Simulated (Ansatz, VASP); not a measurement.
## Two plane-wave programs on TiO2

File INCAR:

```
PREC = Accurate
ENCUT = 520
EDIFF = 1E-7
ISMEAR = 0
SIGMA = 0.05
LREAL = False
LASPH = True
NELM = 80
ALGO = Normal
ISIF = 2
LWAVE = False
LCHARG = True
GGA = PS
LELF = True
LVHAR = True
NBANDS = 33
```

KPOINTS

```
Automatic mesh
0
Gamma
  6 6 10
```

The input POSCAR:

```
TiO2
1.0
    4.5912476203      0.0000000000      0.0000000000
    0.0000000000      4.5912476203      0.0000000000
    0.0000000000      0.0000000000      2.9389940195
Ti O
2 4
Direct
    0.0151043442     -0.0151043442     -0.0386179362
    0.5000000000      0.5000000000      0.5000000000
    0.3044387440      0.3044387440      0.0000000000
    0.1955612560      0.8044387440      0.5000000000
    0.6955612560      0.6955612560      0.0000000000
    0.8044387440      0.1955612560      0.5000000000
```

Input for Ansatz:

```yaml
crystal:
  lattice:
    - [4.5912476203, 0.0, 0.0]
    - [0.0, 4.5912476203, 0.0]
    - [0.0, 0.0, 2.9389940195]
  atoms:
    - { symbol: Ti, position: [0.0151043442, -0.0151043442, -0.0386179362] }
    - { symbol: Ti, position: [0.5, 0.5, 0.5] }
    - { symbol: O, position: [0.304438744, 0.304438744, 0.0] }
    - { symbol: O, position: [0.195561256, 0.804438744, 0.5] }
    - { symbol: O, position: [0.695561256, 0.695561256, 0.0] }
    - { symbol: O, position: [0.804438744, 0.195561256, 0.5] }
basis:
  ecutwfc: 420
kpoints:
  mp_grid: { grid: [6, 6, 10] }
hamiltonian:
  xc: pbesol
scf:
  occupations: { method: gaussian, width: 0.05 }
output:
  forces: true
  stress: true
  eigenvalues: true
```

Alike in both runs: task single point; functional PBEsol; k mesh 6 × 6 × 10; occupations gaussian, width 0.05 eV; no spin polarisation.

|  | VASP | Ansatz |
| --- | --- | --- |
| version | VASP 6.6.1 | Ansatz 0.2.0 |
| potentials or method | VASP PAW PBE potentials, release 64 (Ti_sv, O), cutoff 520 eV | scalar-relativistic, plane waves, PAW |
| valence electrons in the cell | 48 | 48 |

```tsv
	VASP	Ansatz	Ansatz less VASP
gap on the k mesh at the Fermi level (eV)	1.78	1.80	+0.024
least direct gap on the mesh (eV)	1.85	1.88	+0.026
pressure (GPa)	2.3	1.6	-0.71
traceless stress, the component that is largest in VASP (GPa)	2.22	2.17	-0.056
rms of the force components (eV/Å)	0.716	0.702	-0.0139
```

VASP's potentials were made for PBE, not for PBEsol. Atom by atom the forces differ by 0.024 eV/Å (rms over components). The functional is the same, so the differences come from potentials, cutoffs and numerics.
